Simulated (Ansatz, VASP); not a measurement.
One calculation of Ge, two programs

```
CELL_PARAMETERS angstrom
2.80077 0.00000 0.00000
-1.40039 2.42554 0.00000
0.00000 0.00000 4.58268
ATOMIC_POSITIONS crystal
Ge 0.33333 0.66667 0.25000
Ge 0.66667 0.33333 0.75000
```

Change from the starting cell: volume scaled by 0.85, LAPW.

Alike in both runs: task single point; functional PBEsol; k mesh 16 × 16 × 9; occupations fermi-dirac, width 0.08 eV; no spin polarisation.

|  | VASP | Ansatz |
| --- | --- | --- |
| version | VASP 6.6.1 | Ansatz 0.2.0 |
| potentials or method | VASP PAW PBE potentials, release 64 (Ge_d), cutoff 520 eV | all-electron LAPW, scalar-relativistic |

|  | VASP | Ansatz | Ansatz less VASP |
| --- | --- | --- | --- |
| pressure (GPa) | 17.8 | 17.8 | +0.06 |
| traceless stress, the component that is largest in VASP (GPa) | 0.07 | 0.07 | 0.000 |

VASP's potentials were made for PBE, not for PBEsol. Ansatz ran all-electron here, and VASP with PAW potentials.
